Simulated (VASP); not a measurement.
A run of VASP 6.6.1 is set up as follows.

Contents of POSCAR:

```
Sc3SnB
1.0
    6.5126060000     -0.4139400000      0.9875380000
    0.4814430000      6.1320840000      0.6960980000
   -0.7525590000      0.3965180000      5.2332930000
Sc Sn B
6 2 2
Direct
    0.4378370000      0.0125480000      0.0613750000
    0.4909090000      0.2359660000      0.5143470000
    0.7592890000      0.3947370000      0.0673420000
    0.1725800000      0.4106110000      0.8362470000
    0.6366490000      0.6922390000      0.5317690000
    0.8610220000      0.0120210000      0.7953350000
    0.0594560000      0.7012040000      0.1847810000
    0.2464890000      0.8610880000      0.6444640000
    0.8399210000      0.9893900000      0.2732750000
    0.4492150000      0.6333250000      0.9664290000
```

The input INCAR.step1:

```
SYSTEM = Sc3SnB
PREC     = Accurate       ! precision mode
ENCUT    = 520            ! plane-wave cutoff, eV
ISMEAR   = -1             ! smearing method
SIGMA    = 0.1            ! smearing width, eV
LREAL    = .False.        ! projectors in reciprocal space
LASPH    = .True.         ! aspherical terms in the spheres
NELM     = 80             ! most SCF steps
NBANDS   = 61             ! bands
GGA      = PE             ! functional
ALGO     = Normal         ! electronic algorithm
EDIFF    = 1E-4           ! SCF threshold, eV
LWAVE    = .True.         ! write WAVECAR
LCHARG   = .False.        ! write CHGCAR
```

File INCAR.step2:

```
SYSTEM = Sc3SnB
PREC     = Accurate       ! precision mode
ENCUT    = 520            ! plane-wave cutoff, eV
EDIFF    = 1E-6           ! SCF threshold, eV
ISMEAR   = -1             ! smearing method
SIGMA    = 0.1            ! smearing width, eV
LREAL    = .False.        ! projectors in reciprocal space
LASPH    = .True.         ! aspherical terms in the spheres
NELM     = 80             ! most SCF steps
ALGO     = Normal         ! electronic algorithm
ISIF     = 2              ! what is computed and relaxed
LWAVE    = .False.        ! write WAVECAR
LCHARG   = .False.        ! write CHGCAR
METAGGA  = R2SCAN         ! meta-GGA
LMIXTAU  = .True.       
NBANDS   = 61             ! bands
ISTART   = 1
```

The input KPOINTS:

```
Automatic mesh
0
Gamma
  3 3 4
  0 0 0.5
```

Potentials or basis: VASP PAW PBE potentials, release 64 (Sc_sv, Sn_d, B).

The run is started by

```bash
$ cat potpaw_PBE.64/Sc_sv/POTCAR potpaw_PBE.64/Sn_d/POTCAR potpaw_PBE.64/B/POTCAR > POTCAR
$ cp INCAR.step1 INCAR
$ mpirun -np 1 vasp_std > vasp.out
$ cp INCAR.step2 INCAR
$ mpirun -np 1 vasp_std > vasp.out
```

(1) Estimate the largest force.

(2) What does it give for the band gap on the k mesh?

(3) Estimate the pressure.

## Answers

(1) 1.650 eV/Å.

(2) zero (band 50 reaches 5.18 eV, above the bottom of band 51 at 5.14 eV).

(3) 1.5 GPa.

Caveat: the PAW data sets were made with another functional, which shifts forces and pressure a little; spin-orbit coupling is left out, which moves the levels of the heavy elements.
